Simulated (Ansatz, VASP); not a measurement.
**One calculation of TePb, two programs**

INCAR

```
PREC     = Accurate       # precision mode
ENCUT    = 520            # plane-wave cutoff, eV
EDIFF    = 1E-7           # SCF threshold, eV
ISMEAR   = -1             # smearing method
SIGMA    = 0.03           # smearing width, eV
LREAL    = F              # projectors in reciprocal space
LASPH    = T              # aspherical terms in the spheres
NELM     = 150            # most SCF steps
ALGO     = Normal         # electronic algorithm
ISIF     = 2              # what is computed and relaxed
LWAVE    = F              # write WAVECAR
LCHARG   = F              # write CHGCAR
LNONCOLLINEAR= T              # non-collinear magnetism
MAGMOM   = 0 0 0 0 0 0    # initial moments
LORBIT   = 11             # projections on sites
LSORBIT  = T              # spin-orbit coupling
GGA_COMPAT= F            
LORBMOM  = T            
GGA      = PE             # functional
NBANDS   = 32             # bands
```

Contents of KPOINTS:

```
regular mesh
0
Gamma
  9 9 9
```

Contents of POSCAR:

```
TePb
1.0
    0.0000000000      3.2835710949      3.2835710949
    3.2835710949      0.0000000000      3.2835710949
    3.2835710949      3.2835710949      0.0000000000
Pb Te
1 1
Direct
    0.0000000000      0.0000000000      0.0000000000
    0.5000000000      0.5000000000      0.5000000000
```

Input for Ansatz:

```yaml
crystal:
  lattice:
    - [0.0, 3.2835710949, 3.2835710949]
    - [3.2835710949, 0.0, 3.2835710949]
    - [3.2835710949, 3.2835710949, 0.0]
  atoms:
    - { symbol: Pb, position: [0.0, 0.0, 0.0] }
    - { symbol: Te, position: [0.5, 0.5, 0.5] }
kpoints:
  mp_grid: { grid: [9, 9, 9] }
  band_path:
    path:
      - [0.0, 0.0, 0.0]
      - [0.5, 0.0, 0.5]
      - [0.625, 0.25, 0.625]
      - [0.375, 0.375, 0.75]
      - [0.0, 0.0, 0.0]
      - [0.5, 0.5, 0.5]
      - [0.5, 0.25, 0.75]
      - [0.5, 0.0, 0.5]
    npoints: 5
scf:
  occupations: { method: fermi_dirac, width: 0.03 }
hamiltonian:
  xc: pbe
  pseudopotentials: { kind: all_electron, lapw: { basis_error: 0.0005 } }
output:
  forces: true
  stress: true
  eigenvalues: true
magnetization:
  noncollinear: true
  spin_orbit: true
```

Alike in both runs: task single point; functional PBE; k mesh 9 × 9 × 9; occupations fermi-dirac, width 0.03 eV; non-collinear spin, spin-orbit coupling.

|  | VASP | Ansatz |
| --- | --- | --- |
| version | VASP 6.6.1 | Ansatz 0.2.0 |
| potentials or method | VASP PAW PBE potentials, release 64 (Pb_d, Te), cutoff 520 eV | all-electron LAPW |

```csv
,VASP,Ansatz,Ansatz less VASP
pressure (GPa),0.0,-0.1,-0.03
```

Ansatz ran all-electron here, and VASP with PAW potentials.
